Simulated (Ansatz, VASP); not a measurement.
## Two plane-wave programs on WS2

```
CELL_PARAMETERS angstrom
3.18141 0.00000 0.00000
-1.59071 2.75518 0.00000
0.00000 0.00000 23.68815
ATOMIC_POSITIONS crystal
W 0.33333 0.66667 0.63794
W 0.66667 0.33333 0.36206
S 0.33333 0.66667 0.29624
S 0.66667 0.33333 0.57210
S 0.33333 0.66667 0.42790
S 0.66667 0.33333 0.70376
```

Alike in both runs: functional r2SCAN; k mesh 12 × 12 × 2; occupations gaussian, width 0.02 eV; no spin polarisation.

Ansatz relaxed the structure, and its values are those at the end. VASP's run is a single point on that final structure, the one shown.

```csv
,VASP,Ansatz
version,VASP 6.6.1,Ansatz 0.2.0
potentials or method,"VASP PAW PBE potentials, release 64 (W_sv, S), cutoff 520 eV","scalar-relativistic, plane waves, PAW"
valence electrons in the cell,52,52
```

VASP gave:

| Property | Result |
| --- | --- |
| gap on the k mesh at the Fermi level (eV) | 1.60 |
| least direct gap on the mesh (eV) | 1.90 |
| rms of the force components (eV/Å) | 0.010 |

**Question.** What did Ansatz give for the same quantities?

**Answer.** gap on the k mesh at the Fermi level (eV): 1.58; least direct gap on the mesh (eV): 1.90; rms of the force components (eV/Å): 0.000.

VASP's potentials were made for PBE, not for r2SCAN. With one functional, cell and mesh, what is left measures potentials, basis and numerics.

Neither program's run includes spin-orbit coupling.
